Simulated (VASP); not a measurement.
# Ga2Pt (Fm-3m) in VASP: a series of runs

Runs on Ga2Pt. Level: LDA. Tasks: vibrations by perturbation theory.

All numbers are computed with VASP 6.6.1; they aren't measurements. Logs are shortened: lines on timing, memory, paths and dates and some standing lists are left out, and cuts for length are marked.

### 1 The cell of the first run

The structure is cubic, space group Fm-3m (No. 225). The conventional cell has a = 5.796 Å, b = 5.796 Å, c = 5.796 Å, α = 90.00°, β = 90.00°, γ = 90.00°. Ga (site symmetry -43m) has 4 Pt at 2.51 Å and 6 Ga at 2.90 Å within 3.3 Å. Pt (site symmetry m-3m) has 8 Ga at 2.51 Å within 3.3 Å.

### 2 Vibrations by perturbation theory, LDA

Input file INCAR:

```
SYSTEM = Ga2Pt
PREC = Accurate
ENCUT = 520
EDIFF = 1E-8
ISMEAR = -1
SIGMA = 0.15
LREAL = .FALSE.
LASPH = .TRUE.
NELM = 80
ALGO = Fast
ISIF = 2
LWAVE = .FALSE.
LCHARG = .FALSE.
NBANDS = 25
IBRION = 8
NSW = 1
```

Input file KPOINTS:

```
Automatic mesh
0
G
  12 12 12
  0 0 0
```

Input file POSCAR:

```
Ga2Pt
1.0
    0.0000000000      2.8979570951      2.8979570951
    2.8979570951      0.0000000000      2.8979570951
    2.8979570951      2.8979570951      0.0000000000
Ga Pt
2 1
Direct
    0.2500000000      0.2500000000      0.2500000000
    0.7500000000      0.7500000000      0.7500000000
    0.0000000000      0.0000000000      0.0000000000
```

Potentials or basis: VASP PAW LDA potentials, release 64 (Ga_d, Pt).

Launch:

```bash
cat potpaw_LDA.64/Ga_d/POTCAR potpaw_LDA.64/Pt/POTCAR > POTCAR
mpirun -np 1 vasp_std > vasp.out
```

OUTCAR:

```text
SYSTEM = Ga2Pt
   PREC = Accurate
   ENCUT = 520
   EDIFF = 1E-8
   ISMEAR = -1
   LREAL = .FALSE.
   LASPH = .TRUE.
   NELM = 80
   ISIF = 2
   IBRION = 8
   NSW = 1

 ion  position               nearest neighbor table
   1  0.250  0.250  0.250-   3 2.51   3 2.51   3 2.51   3 2.51   2 2.90   2 2.90   2 2.90   2 2.90
                             2 2.90   2 2.90
   2  0.750  0.750  0.750-   3 2.51   3 2.51   3 2.51   3 2.51   1 2.90   1 2.90   1 2.90   1 2.90
                             1 2.90   1 2.90
   3  0.000  0.000  0.000-   2 2.51   2 2.51   2 2.51   1 2.51   2 2.51   1 2.51   1 2.51   1 2.51

  LATTYP: Found a face centered cubic cell.
 ALAT       =     5.7959141902

  Lattice vectors:

 A1 = (   0.0000000000,   2.8979570951,   2.8979570951)
 A2 = (   2.8979570951,   0.0000000000,   2.8979570951)
 A3 = (   2.8979570951,   2.8979570951,   0.0000000000)

Analysis of symmetry for initial positions (statically):
=====================================================================
 Subroutine PRICEL returns:
 Original cell was already a primitive cell.

 Routine SETGRP: Setting up the symmetry group for a
 face centered cubic supercell.

 Subroutine GETGRP returns: Found 48 space group operations
 (whereof 48 operations were pure point group operations)
 out of a pool of 48 trial point group operations.

The static configuration has the point symmetry O_h .

Analysis of symmetry for dynamics (positions and initial velocities):
=====================================================================
 Subroutine PRICEL returns:
 Original cell was already a primitive cell.

 Routine SETGRP: Setting up the symmetry group for a
 face centered cubic supercell.

 Subroutine GETGRP returns: Found 48 space group operations
 (whereof 48 operations were pure point group operations)
 out of a pool of 48 trial point group operations.

The dynamic configuration has the point symmetry O_h .

 Subroutine INISYM returns: Found 48 space group operations
 (whereof 48 operations are pure point group operations),
 and found     1 'primitive' translations

----------------------------------------------------------------------------------------

                                     Primitive cell

  volume of cell :      48.6750

  direct lattice vectors                    reciprocal lattice vectors
     0.000000000  2.897957095  2.897957095    -0.172535336  0.172535336  0.172535336
     2.897957095  0.000000000  2.897957095     0.172535336 -0.172535336  0.172535336
     2.897957095  2.897957095  0.000000000     0.172535336  0.172535336 -0.172535336

  length of vectors
     4.098330227  4.098330227  4.098330227     0.298839967  0.298839967  0.298839967

  position of ions in fractional coordinates (direct lattice)
     0.250000000  0.250000000  0.250000000
     0.750000000  0.750000000  0.750000000
     0.000000000  0.000000000  0.000000000

  ion indices of the primitive-cell ions
   primitive index   ion index
                 1           1
                 2           2
                 3           3

----------------------------------------------------------------------------------------

 KPOINTS: Automatic mesh

Automatic generation of k-mesh.
 Grid dimensions read from file:
 generate k-points for:   12   12   12

 Generating k-lattice:

  Cartesian coordinates                     Fractional coordinates (reciprocal lattice)
    -0.014377945  0.014377945  0.014377945     0.083333333  0.000000000  0.000000000
     0.014377945 -0.014377945  0.014377945     0.000000000  0.083333333  0.000000000
     0.014377945  0.014377945 -0.014377945     0.000000000  0.000000000  0.083333333

  Length of vectors
     0.024903331  0.024903331  0.024903331

  Shift w.r.t. Gamma in fractional coordinates (k-lattice)
     0.000000000  0.000000000  0.000000000

 Subroutine IBZKPT returns following result:
 ===========================================

 Found     72 irreducible k-points:

 Following reciprocal coordinates:
            Coordinates               Weight
  0.000000  0.000000  0.000000      1.000000
  0.083333  0.000000  0.000000      8.000000
  0.166667  0.000000  0.000000      8.000000
  0.250000  0.000000  0.000000      8.000000
  0.333333  0.000000  0.000000      8.000000
  0.416667  0.000000  0.000000      8.000000
[... 35 lines left out ...]
   ENCUT  =  520.0 eV  38.22 Ry    6.18 a.u.   7.62  7.62  7.62*2*pi/ulx,y,z
   NELM   =     80;   NELMIN=  2; NELMDL= -5     # of ELM steps
   EDIFF  = 0.1E-07   stopping-criterion for ELM
   LREAL  =      F    real-space projection
   EDIFFG = 0.1E-06   stopping-criterion for IOM
   NSW    =      1    number of steps for IOM
   IBRION =      8    ionic relax: 0-MD 1-quasi-New 2-CG
   NFREE  =      0    steps in history (QN), initial steepest desc. (CG)
   ISIF   =      2    stress and relaxation
   ISYM   =      2    0-nonsym 1-usesym 2-fastsym
   POTIM  = 0.5000    time-step for ionic-motion
   TEBEG  =    0.0;   TEEND  =   0.0 temperature during run
   PSTRESS=    0.0 pullay stress
   NELECT =      36.0000    total number of electrons
   NUPDOWN=      -1.0000    fix difference up-down
   EMIN   =  10.00;   EMAX   =-10.00  energy-range for DOS
   EFERMI =   0.00;   METHOD = LEGACY
   ISMEAR =    -1;   SIGMA  =   0.15  broadening in eV -4-tet -1-fermi 0-gaus
   EFERMI_NEDOS =   21; number of points for ismear=-14 and -15
   IALGO  =     68    algorithm
   IMIX   =      4    mixing-type and parameters
     AMIX     =   0.40;   BMIX     =  1.00
     AMIX_MAG =   1.60;   BMIX_MAG =  1.00
  volume/ion in A,a.u.               =      16.22       109.49
  Fermi-wavevector in a.u.,A,eV,Ry     =   1.480495  2.797731 29.822154  2.191866
  Thomas-Fermi vector in A             =   2.594522
   LORBIT       =      0    0 simple, 1 ext, 2 COOP (PROOUT), +10 PAW based schemes
   GGA     = CA    functional components
   LHFCALC =     F    Hartree Fock is set to
   AEXX    =    0.0000 exact exchange contribution
   IVDW    =     0    specifies the selected vdW correction
   LEPSILON=     F    determine dielectric tensor
   LRPA    =     F    only Hartree local field effects (RPA)
 non-spin polarized calculation
 RMM-DIIS sequential band-by-band and
  energy-cutoff  :      520.00
  volume of cell :       48.67
 maximum number of plane-waves:      1363
   NGX = 15   NGY = 15   NGZ = 15

--------------------------------------- Ionic step        1  -------------------------------------------

 number of electron      36.0000012 magnetization

 Free energy of the ion-electron system (eV)
  ---------------------------------------------------
  ext. energy  EPLUGINS =         0.00000000
  ---------------------------------------------------
  free energy    TOTEN  =       -16.45877802 eV

  energy without entropy =      -16.37979165  energy(sigma->0) =      -16.41928483

 E-fermi :   7.8068     XC(G=0): -12.2870

 val. band max:        7.7114369756   @ k =  -0.3333   0.3333   0.0000
 cond. band min:       7.8320725887   @ k =  -0.4167   0.2500   0.0000
 fundamental gap:      0.1206356131
 Fermi energy:         7.8068270188

 k-point     1 :       0.0000    0.0000    0.0000
  band No.  band energies     occupation
      1      -7.4488      2.00000
      2      -7.4488      2.00000
      3      -7.3225      2.00000
      4      -7.3225      2.00000
      5      -7.3225      2.00000
      6      -7.1236      2.00000
[... 661 lines left out ...]
     24      17.4449      0.00000
     25      18.2980      0.00000

 [... further k-points ...]

------------------------ aborting loop because EDIFF is reached ----------------------------------------

  FORCE on cell =-STRESS in cart. coord.  units (eV):
  Direction    XX          YY          ZZ          XY          YZ          ZX
  --------------------------------------------------------------------------------------
  -------------------------------------------------------------------------------------
  Total        2.0414745      2.0414745      2.0414745      0.0000000      0.0000000      0.0000000
  in kB       67.1968143     67.1968143     67.1968143      0.0000000      0.0000000      0.0000000
  external PRESSURE =      67.1968143 kB  Pullay stress =       0.0000000 kB

 VOLUME and BASIS-vectors are now :
 -----------------------------------------------------------------------------
  energy-cutoff  :      520.00
  volume of cell :       48.67
      direct lattice vectors                 reciprocal lattice vectors
     0.000000000  2.897957095  2.897957095    -0.172535336  0.172535336  0.172535336
     2.897957095  0.000000000  2.897957095     0.172535336 -0.172535336  0.172535336
     2.897957095  2.897957095  0.000000000     0.172535336  0.172535336 -0.172535336

 POSITION                                       TOTAL-FORCE (eV/Angst)
 -----------------------------------------------------------------------------------
      1.44898      1.44898      1.44898        -0.000000     -0.000000     -0.000000
      4.34694      4.34694      4.34694         0.000000      0.000000      0.000000
      0.00000      0.00000      0.00000         0.000000      0.000000      0.000000
 -----------------------------------------------------------------------------------
    total drift:                               -0.000000     -0.000000      0.000000

  FREE ENERGIE OF THE ION-ELECTRON SYSTEM (eV)
  ---------------------------------------------------
  free  energy   TOTEN  =       -16.4587780153 eV

  energy  without entropy=      -16.3797916522  energy(sigma->0) =      -16.41928483

[... ionic steps 2 to 9 ...]

--------------------------------------- Ionic step       10  -------------------------------------------

 Free energy of the ion-electron system (eV)
  ---------------------------------------------------
  ---------------------------------------------------
  free energy    TOTEN  =        -0.25700629 eV

  energy without entropy =       -0.25700629

------------------------ aborting loop because EDIFF is reached ----------------------------------------

 INTERNAL STRAIN TENSOR  FOR ION    3  DIRECTION 1   (eV/Angst):
 -----------------------------------------------------------------------------
     0.00302 -0.00000  0.00000
    -0.00000  0.00803  0.00000
     0.00000  0.00000  0.00803

 INTERNAL STRAIN TENSOR FOR ION    3 for displacements in x,y,z  (eV/Angst):
          X           Y           Z          XY          YZ          ZX
  --------------------------------------------------------------------------------
  x     0.00000     0.00000     0.00000     0.00000     0.00000     0.00000
  y     0.00000     0.00000     0.00000     0.00000     0.00000     0.00000
  z     0.00000     0.00000     0.00000     0.00000     0.00000     0.00000

 SECOND DERIVATIVES (NOT SYMMETRIZED)
 ------------------------------------
               1X          1Y          1Z          2X          2Y          2Z          3X          3Y          3Z
  1X    -7.414196    0.000000    0.000000    1.945189    0.000000    0.000000    5.469007    0.000000    0.000000
  1Y     0.000000   -7.414196    0.000000    0.000000    1.945189    0.000000    0.000000    5.469007    0.000000
  1Z     0.000000    0.000000   -7.414196    0.000000    0.000000    1.945189    0.000000    0.000000    5.469007
  2X     1.945189    0.000000    0.000000   -7.414196    0.000000    0.000000    5.469007    0.000000    0.000000
  2Y     0.000000    1.945189    0.000000    0.000000   -7.414196    0.000000    0.000000    5.469007    0.000000
  2Z     0.000000    0.000000    1.945189    0.000000    0.000000   -7.414196    0.000000    0.000000    5.469007
  3X     5.452328    0.000000    0.000000    5.452328    0.000000    0.000000  -10.904656    0.000000    0.000000
  3Y     0.000000    5.452328    0.000000    0.000000    5.452328    0.000000    0.000000  -10.904656    0.000000
  3Z     0.000000    0.000000    5.452328    0.000000    0.000000    5.452328    0.000000    0.000000  -10.904656

 Eigenvectors and eigenvalues of the dynamical matrix
 ----------------------------------------------------

   1 f  =    5.729931 THz    36.002217 2PiTHz  191.129920 cm-1    23.697079 meV
             X         Y         Z           dx          dy          dz
      1.448979  1.448979  1.448979     0.000000    0.540322   -0.000000
      4.346936  4.346936  4.346936     0.000000    0.540322   -0.000000
      0.000000  0.000000  0.000000     0.000000   -0.645061    0.000000
[... 43 lines left out ...]
   9 f/i=    0.004313 THz     0.027101 2PiTHz    0.143876 cm-1     0.017838 meV
             X         Y         Z           dx          dy          dz
      1.448979  1.448979  1.448979     0.000000    0.428815    0.155466
      4.346936  4.346936  4.346936     0.000000    0.428815    0.155466
      0.000000  0.000000  0.000000     0.000000    0.718376    0.260445

--------------------------------------------------------------------------------------------------------

 ELASTIC MODULI CONTR FROM IONIC RELAXATION (kBar)
 Direction    XX          YY          ZZ          XY          YZ          ZX
 --------------------------------------------------------------------------------
 XX          -0.0000     -0.0000     -0.0000      0.0000     -0.0000     -0.0000
 YY          -0.0000     -0.0000     -0.0000      0.0000      0.0000      0.0000
 ZZ          -0.0000     -0.0000     -0.0000     -0.0000      0.0000     -0.0000
 XY           0.0000      0.0000     -0.0000   -767.8478      0.0000      0.0000
 YZ          -0.0000      0.0000      0.0000      0.0000   -767.8478     -0.0000
 ZX          -0.0000      0.0000     -0.0000     -0.0000     -0.0000   -767.8478
 --------------------------------------------------------------------------------
```

Wall time 11 min (1 thread of Intel Xeon 6975P-C (Granite Rapids), shared host); peak memory 0.72 GiB.

What came out:

```
Highest phonon frequency at Γ : 191 cm⁻¹
```

Phonon frequencies in cm⁻¹ (negative: imaginary):
```
              q point                    frequencies
(0.000, 0.000, 0.000)  0 0 0 191 191 191 191 191 191
```

Caveat: the cell stands under pressure or tension, which shifts response properties; spin-orbit coupling is left out, which moves the levels of the heavy elements.

[end of part 1 of 2]
